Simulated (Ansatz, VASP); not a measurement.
# S: VASP beside Ansatz

Contents of INCAR:

```
ALGO = Normal
EDIFF = 1E-6
ENCUT = 520
ISIF = 2
ISMEAR = -1
LASPH = True
LCHARG = True
LELF = True
LREAL = False
LVHAR = True
LWAVE = False
NBANDS = 13
NELM = 100
PREC = Accurate
SIGMA = 0.05
```

KPOINTS

```
k-points
0
Gamma
  13 13 13
```

POSCAR

```
S
1.0
    0.0000000000      2.1587833266      2.1587833266
    2.1587833266      0.0000000000      2.1587833266
    2.1587833266      2.1587833266      0.0000000000
S
2
Direct
   -0.1250000000     -0.1250000000     -0.1250000000
    0.1250000000      0.1250000000      0.1250000000
```

Input for Ansatz:

```yaml
crystal:
  lattice:
    - [0.0, 2.1587833266, 2.1587833266]
    - [2.1587833266, 0.0, 2.1587833266]
    - [2.1587833266, 2.1587833266, 0.0]
  atoms:
    - { symbol: S, position: [-0.125, -0.125, -0.125] }
    - { symbol: S, position: [0.125, 0.125, 0.125] }
kpoints:
  mp_grid: { grid: [13, 13, 13] }
scf:
  occupations: { method: fermi_dirac, width: 0.05 }
hamiltonian:
  xc: lda
  pseudopotentials: { kind: all_electron, lapw: { basis_error: 0.001 } }
output:
  forces: true
  stress: true
  eigenvalues: true
  populations: true
```

Change from the starting cell: volume scaled by 0.45, LAPW.

Alike in both runs: task single point; functional LDA; k mesh 13 × 13 × 13; occupations fermi-dirac, width 0.05 eV; no spin polarisation.

```csv
,VASP,Ansatz
version,VASP 6.6.1,Ansatz 0.2.0
potentials or method,"VASP PAW LDA potentials, release 64 (S), cutoff 520 eV","all-electron LAPW, scalar-relativistic"
```

|  | VASP | Ansatz | Ansatz less VASP |
| --- | --- | --- | --- |
| pressure (GPa) | 129.4 | 131.7 | +2.34 |

LDA's correlation is that of Perdew and Zunger in VASP and of Perdew and Wang (1992) in Ansatz. Both programs put the cell under a high pressure, so it lies far from rest at this level. Ansatz ran all-electron here, and VASP with PAW potentials.

Noted on VASP's run: the cell as given lies far from equilibrium.
